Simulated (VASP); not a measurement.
# Ca2C (Fm-3m) in VASP: single point with HSE06

Aim: the single point of Ca2C with HSE06.

All numbers are computed with VASP 6.6.1; they aren't measurements. Logs are shortened: lines on timing, memory, paths and dates and some standing lists are left out, and cuts for length are marked.

### Step 1. The cell of the first run

The structure is cubic, space group Fm-3m (No. 225). The conventional cell has a = 6.052 Å, b = 6.052 Å, c = 6.052 Å, α = 90.00°, β = 90.00°, γ = 90.00°. Within 3.5 Å of C (site symmetry m-3m) lie 8 Ca at 2.62 Å. Ca (site symmetry -43m) has 4 C at 2.62 Å and 6 Ca at 3.03 Å within 3.5 Å.

### Step 2. Single point, HSE06 (strain -3.3%)

POSCAR

```
Ca2C
1.0
    0.0000000000      3.0259629592      3.0259629592
    3.0259629592      0.0000000000      3.0259629592
    3.0259629592      3.0259629592      0.0000000000
C Ca
1 2
Direct
    0.0000000000      0.0000000000      0.0000000000
    0.2500000000      0.2500000000      0.2500000000
    0.7500000000      0.7500000000      0.7500000000
```

INCAR.step1

```
PREC = Accurate
ENCUT = 520
EDIFF = 1E-5
ISMEAR = -1
SIGMA = 0.02
LREAL = False
LASPH = True
NELM = 60
ALGO = Normal
ISIF = 2
LWAVE = True
LCHARG = False
GGA = PE
NBANDS = 19
KPAR = 4
```

INCAR.step2

```
PREC = Accurate
ENCUT = 520
EDIFF = 1E-6
ISMEAR = -1
SIGMA = 0.02
LREAL = False
LASPH = True
NELM = 60
ALGO = Normal
ISIF = 2
LWAVE = False
LCHARG = False
GGA = PE
LHFCALC = True
HFSCREEN = 0.2079
PRECFOCK = Normal
ISTART = 1
NBANDS = 19
KPAR = 4
```

KPOINTS

```
Automatic mesh
0
Gamma
  6 6 6
```

Potentials or basis: VASP PAW PBE potentials, release 64 (C, Ca_sv).

Launch:

```
$ cat potpaw_PBE.64/C/POTCAR potpaw_PBE.64/Ca_sv/POTCAR > POTCAR
$ cp INCAR.step1 INCAR
$ mpirun -np 4 vasp_std > vasp.out
$ cp INCAR.step2 INCAR
$ mpirun -np 4 vasp_std > vasp.out
```

OUTCAR:

```text
PREC = Accurate
   ENCUT = 520
   EDIFF = 1E-6
   ISMEAR = -1
   LREAL = False
   LASPH = True
   NELM = 60
   ISIF = 2
   GGA = PE
   LHFCALC = True
   HFSCREEN = 0.2079
   PRECFOCK = Normal
   ISTART = 1

 ion  position               nearest neighbor table
   1  0.000  0.000  0.000-   3 2.62   3 2.62   3 2.62   2 2.62   2 2.62   2 2.62   3 2.62   2 2.62

   2  0.250  0.250  0.250-   1 2.62   1 2.62   1 2.62   1 2.62   3 3.03   3 3.03   3 3.03   3 3.03
                             3 3.03   3 3.03
   3  0.750  0.750  0.750-   1 2.62   1 2.62   1 2.62   1 2.62   2 3.03   2 3.03   2 3.03   2 3.03
                             2 3.03   2 3.03

  LATTYP: Found a face centered cubic cell.
 ALAT       =     6.0519259184

  Lattice vectors:

 A1 = (   0.0000000000,   3.0259629592,   3.0259629592)
 A2 = (   3.0259629592,   0.0000000000,   3.0259629592)
 A3 = (   3.0259629592,   3.0259629592,   0.0000000000)

Analysis of symmetry for initial positions (statically):
=====================================================================
 Subroutine PRICEL returns:
 Original cell was already a primitive cell.

 Routine SETGRP: Setting up the symmetry group for a
 face centered cubic supercell.

 Subroutine GETGRP returns: Found 48 space group operations
 (whereof 48 operations were pure point group operations)
 out of a pool of 48 trial point group operations.

The static configuration has the point symmetry O_h .

Analysis of symmetry for dynamics (positions and initial velocities):
=====================================================================
 Subroutine PRICEL returns:
 Original cell was already a primitive cell.

 Routine SETGRP: Setting up the symmetry group for a
 face centered cubic supercell.

 Subroutine GETGRP returns: Found 48 space group operations
 (whereof 48 operations were pure point group operations)
 out of a pool of 48 trial point group operations.

The dynamic configuration has the point symmetry O_h .

 Subroutine INISYM returns: Found 48 space group operations
 (whereof 48 operations are pure point group operations),
 and found     1 'primitive' translations

----------------------------------------------------------------------------------------

                                     Primitive cell

  volume of cell :      55.4142

  direct lattice vectors                    reciprocal lattice vectors
     0.000000000  3.025962959  3.025962959    -0.165236656  0.165236656  0.165236656
     3.025962959  0.000000000  3.025962959     0.165236656 -0.165236656  0.165236656
     3.025962959  3.025962959  0.000000000     0.165236656  0.165236656 -0.165236656

  length of vectors
     4.279357856  4.279357856  4.279357856     0.286198283  0.286198283  0.286198283

  position of ions in fractional coordinates (direct lattice)
     0.000000000  0.000000000  0.000000000
     0.250000000  0.250000000  0.250000000
     0.750000000  0.750000000  0.750000000

  ion indices of the primitive-cell ions
   primitive index   ion index
                 1           1
                 2           2
                 3           3

----------------------------------------------------------------------------------------

 KPOINTS: Automatic mesh

Automatic generation of k-mesh.
 Grid dimensions read from file:
 generate k-points for:    6    6    6

 Generating k-lattice:

  Cartesian coordinates                     Fractional coordinates (reciprocal lattice)
    -0.027539443  0.027539443  0.027539443     0.166666667  0.000000000  0.000000000
     0.027539443 -0.027539443  0.027539443     0.000000000  0.166666667  0.000000000
     0.027539443  0.027539443 -0.027539443     0.000000000  0.000000000  0.166666667

  Length of vectors
     0.047699714  0.047699714  0.047699714

  Shift w.r.t. Gamma in fractional coordinates (k-lattice)
     0.000000000  0.000000000  0.000000000

 Subroutine IBZKPT returns following result:
 ===========================================

 Found     16 irreducible k-points:

 Following reciprocal coordinates:
            Coordinates               Weight
  0.000000  0.000000  0.000000      1.000000
  0.166667  0.000000  0.000000      8.000000
  0.333333  0.000000  0.000000      8.000000
  0.500000  0.000000  0.000000      4.000000
  0.166667  0.166667  0.000000      6.000000
  0.333333  0.166667  0.000000     24.000000
[... 8 lines left out ...]
 -0.333333  0.333333  0.166667     24.000000
 -0.333333  0.500000  0.166667     12.000000
   k-points           NKPTS =     16   k-points in BZ     NKDIM =    216   number of bands    NBANDS=     19
   number of dos      NEDOS =    301   number of ions     NIONS =      3
   total plane-waves  NPLWV =  32768
   dimension x,y,z NGX =    32 NGY =   32 NGZ =   32
   dimension x,y,z NGXF=    64 NGYF=   64 NGZF=   64
   ions per type =               1   2
   NGX,Y,Z   is equivalent  to a cutoff of  12.43, 12.43, 12.43 a.u.
   NGXF,Y,Z  is equivalent  to a cutoff of  24.86, 24.86, 24.86 a.u.
 SYSTEM =  unknown system
   PREC   = accura    normal or accurate (medium, high low for compatibility)
   ISTART =      1    job   : 0-new  1-cont  2-samecut
   ICHARG =      0    charge: 1-file 2-atom 10-const
   ISPIN  =      1    spin polarized calculation?
   LNONCOLLINEAR =      F non collinear calculations
   LSORBIT =      F    spin-orbit coupling
   LASPH  =      T    aspherical Exc in radial PAW
   ENCUT  =  520.0 eV  38.22 Ry    6.18 a.u.   7.96  7.96  7.96*2*pi/ulx,y,z
   NELM   =     60;   NELMIN=  2; NELMDL=  0     # of ELM steps
   EDIFF  = 0.1E-05   stopping-criterion for ELM
   LREAL  =      F    real-space projection
   EDIFFG = 0.1E-04   stopping-criterion for IOM
   NSW    =      0    number of steps for IOM
   IBRION =     -1    ionic relax: 0-MD 1-quasi-New 2-CG
   NFREE  =      0    steps in history (QN), initial steepest desc. (CG)
   ISIF   =      2    stress and relaxation
   ISYM   =      3    0-nonsym 1-usesym 2-fastsym
   POTIM  = 0.5000    time-step for ionic-motion
   TEBEG  =    0.0;   TEEND  =   0.0 temperature during run
   PSTRESS=    0.0 pullay stress
   NELECT =      24.0000    total number of electrons
   NUPDOWN=      -1.0000    fix difference up-down
   EMIN   =  10.00;   EMAX   =-10.00  energy-range for DOS
   EFERMI =   0.00;   METHOD = LEGACY
   ISMEAR =    -1;   SIGMA  =   0.02  broadening in eV -4-tet -1-fermi 0-gaus
   EFERMI_NEDOS =   21; number of points for ismear=-14 and -15
   IALGO  =     38    algorithm
   IMIX   =      1    mixing-type and parameters
     AMIX     =   0.40;   BMIX     =  1.00
     AMIX_MAG =   1.60;   BMIX_MAG =  1.00
  volume/ion in A,a.u.               =      18.47       124.65
  Fermi-wavevector in a.u.,A,eV,Ry     =   1.238621  2.340654 20.873800  1.534181
  Thomas-Fermi vector in A             =   2.373138
   LORBIT       =      0    0 simple, 1 ext, 2 COOP (PROOUT), +10 PAW based schemes
   GGA     = PE    functional components
   LHFCALC =     T    Hartree Fock is set to
   PRECFOCK=normal    Normal, Fast or Accurate (Low or Medium for compatibility)
   ENCUT4O =  -1.0   cutoff for four orbital integrals eV
   NKREDX  =     1    reduce k-point grid by
   NKREDY  =     1    reduce k-point grid by
   NKREDZ  =     1    reduce k-point grid by
   AEXX    =    0.2500 exact exchange contribution
   HFSCREEN=    0.2079 screening length (either q_TF or 0.3 A-1)
   HFSCREENC=   0.2079 screening length for correlation (either q_TF or 0.3 A-1)
   ENCUTFOCK=  -1.0 apply spherical cutoff to Coloumb kernel
   IVDW    =     0    specifies the selected vdW correction
   LEPSILON=     F    determine dielectric tensor
   LRPA    =     F    only Hartree local field effects (RPA)
 non-spin polarized calculation
  energy-cutoff  :      520.00
  volume of cell :       55.41
 maximum number of plane-waves:      1524
  NGX = 24; NGY = 24; NGZ = 24

 number of electron      24.0000002 magnetization

 Free energy of the ion-electron system (eV)
  ---------------------------------------------------
  ext. energy  EPLUGINS =         0.00000000
  ---------------------------------------------------
  free energy    TOTEN  =       -12.93920853 eV

  energy without entropy =      -12.93920853  energy(sigma->0) =      -12.93920853

 E-fermi :   3.8343     XC(G=0):  -8.1895

 val. band max:        3.4723446422   @ k =   0.5000   0.5000   0.0000
 cond. band min:       4.1847756279   @ k =   0.5000   0.5000   0.0000
 fundamental gap:      0.7124309857
 Fermi energy:         3.8342607894

 k-point     1 :       0.0000    0.0000    0.0000
  band No.  band energies     occupation
      1     -39.8360      2.00000
      2     -39.5183      2.00000
      3     -19.5696      2.00000
      4     -19.5696      2.00000
      5     -19.5696      2.00000
      6     -18.9803      2.00000
[... 11 lines left out ...]
     18      11.1135      0.00000
     19      12.2042      0.00000

 k-point     2 :       0.1667    0.0000    0.0000
  band No.  band energies     occupation
      1     -39.8136      2.00000
      2     -39.5385      2.00000
      3     -19.5536      2.00000
      4     -19.5366      2.00000
      5     -19.5366      2.00000
      6     -19.0523      2.00000
[... 11 lines left out ...]
     18      10.7234      0.00000
     19      12.2957      0.00000

 k-point     3 :       0.3333    0.0000    0.0000
  band No.  band energies     occupation
      1     -39.7534      2.00000
      2     -39.5945      2.00000
      3     -19.4982      2.00000
      4     -19.4419      2.00000
      5     -19.4419      2.00000
      6     -19.2171      2.00000
[... 11 lines left out ...]
     18       9.9616      0.00000
     19      10.6314      0.00000

 k-point     4 :       0.5000    0.0000    0.0000
  band No.  band energies     occupation
      1     -39.6729      2.00000
      2     -39.6729      2.00000
      3     -19.4064      2.00000
      4     -19.3626      2.00000
      5     -19.3097      2.00000
      6     -19.3097      2.00000
[... 231 lines left out ...]
     18      10.5738      0.00000
     19      10.6474      0.00000

 k-point    15 :      -0.3333    0.3333    0.1667
  band No.  band energies     occupation
      1     -39.6709      2.00000
      2     -39.6709      2.00000
      3     -19.7769      2.00000
      4     -19.7343      2.00000
      5     -19.3228      2.00000
      6     -19.3228      2.00000
[... 11 lines left out ...]
     18      10.0685      0.00000
     19      10.7798      0.00000

 k-point    16 :      -0.3333    0.5000    0.1667
  band No.  band energies     occupation
      1     -39.6966      2.00000
      2     -39.6438      2.00000
      3     -19.8729      2.00000
      4     -19.7698      2.00000
      5     -19.5257      2.00000
      6     -19.1105      2.00000
[... 11 lines left out ...]
     18       9.6677      0.00000
     19      10.7135      0.00000

------------------------ aborting loop because EDIFF is reached ----------------------------------------

  FORCE on cell =-STRESS in cart. coord.  units (eV):
  Direction    XX          YY          ZZ          XY          YZ          ZX
  --------------------------------------------------------------------------------------
  -------------------------------------------------------------------------------------
  Total        2.6857396      2.6857396      2.6857396      0.0000000      0.0000000     -0.0000000
  in kB       77.6521829     77.6521829     77.6521829      0.0000000      0.0000000     -0.0000000
  external PRESSURE =      77.6521829 kB  Pullay stress =       0.0000000 kB

 VOLUME and BASIS-vectors are now :
 -----------------------------------------------------------------------------
  energy-cutoff  :      520.00
  volume of cell :       55.41
      direct lattice vectors                 reciprocal lattice vectors
     0.000000000  3.025962959  3.025962959    -0.165236656  0.165236656  0.165236656
     3.025962959  0.000000000  3.025962959     0.165236656 -0.165236656  0.165236656
     3.025962959  3.025962959  0.000000000     0.165236656  0.165236656 -0.165236656

 POSITION                                       TOTAL-FORCE (eV/Angst)
 -----------------------------------------------------------------------------------
      0.00000      0.00000      0.00000        -0.000000      0.000000     -0.000000
      1.51298      1.51298      1.51298         0.000000      0.000000      0.000000
      4.53894      4.53894      4.53894        -0.000000     -0.000000     -0.000000
 -----------------------------------------------------------------------------------
    total drift:                                0.000000     -0.000000      0.000000

  FREE ENERGIE OF THE ION-ELECTRON SYSTEM (eV)
  ---------------------------------------------------
  free  energy   TOTEN  =       -12.9392085278 eV

  energy  without entropy=      -12.9392085273  energy(sigma->0) =      -12.93920853
```

It took 17 min on 4 MPI ranks of AMD EPYC 7R13 (Zen 3), shared host; peak memory 0.27 GiB.

What came out:

- Free energy: -12.9392 eV
- Pressure: 7.8 GPa
- Band gap on the k mesh: 0.71 eV, direct

Levels at points of the mesh, in eV from the valence-band top:
| k point | band 8 | band 9 | band 10 | band 11 | band 12 | band 13 | band 14 | band 15 | band 16 | band 17 |
| --- | --- | --- | --- | --- | --- | --- | --- | --- | --- | --- |
| (0.00, 0.00, 0.00) | -22.45 | -9.74 | -1.39 | -1.39 | -1.39 | 1.75 | 2.94 | 2.94 | 7.64 | 7.64 |
| (0.50, 0.00, 0.00) | -22.76 | -8.91 | -2.25 | -0.54 | -0.54 | 3.78 | 4.19 | 4.19 | 5.63 | 6.15 |
| (0.50, 0.50, 0.00) | -22.29 | -8.74 | -2.32 | 0.00 | 0.00 | 0.71 | 3.74 | 4.04 | 6.33 | 6.33 |

Caveat: the cell differs from its parent crystal (strain -3.3%); the PAW data sets were made with another functional, which shifts forces and pressure a little. A k mesh can miss the band edges.
